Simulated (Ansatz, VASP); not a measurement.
## One calculation of Sn4SeS3, two programs

```
Sn S Se
1.0
    11.03553    0.00000    0.01336
     0.00000    3.99018    0.00000
     0.00522    0.00000    4.24777
Sn S Se
4 3 1
Direct
  0.11755 0.25000 0.11298
  0.37874 0.75000 0.61301
  0.61992 0.25000 0.41508
  0.88996 0.75000 0.87391
  0.35073 0.25000 0.02176
  0.14373 0.75000 0.52000
  0.85613 0.25000 0.47161
  0.64324 0.75000 0.97165
```

Alike in both runs: functional LDA; k mesh 4 × 8 × 8; no spin polarisation.

Ansatz relaxed the structure, and its values are those at the end. VASP's run is a single point on that final structure, the one shown.

|  | VASP | Ansatz |
| --- | --- | --- |
| version | VASP 6.6.1 | Ansatz 0.2.0 |
| potentials or method | VASP PAW LDA potentials, release 64 (Sn_d, S, Se) | scalar-relativistic, plane waves, PAW |
| plane-wave cutoff (eV) | 520 | 420 |
| occupations | gaussian, width 0.01 eV | fixed |
| valence electrons in the cell | 80 | 90 |

|  | VASP | Ansatz | Ansatz less VASP |
| --- | --- | --- | --- |
| gap on the k mesh at the Fermi level (eV) | 0.56 | 0.59 | +0.024 |
| least direct gap on the mesh (eV) | 1.01 | 1.02 | +0.017 |
| pressure (GPa) | 0.0 | 0.0 | -0.05 |
| rms of the force components (eV/Å) | 0.009 | 0.000 | -0.0091 |

LDA's correlation is that of Perdew and Zunger in VASP and of Perdew and Wang (1992) in Ansatz. VASP's potentials hold 80 valence electrons a cell and Ansatz's 90, so a difference there can come from the potentials and not from the codes.
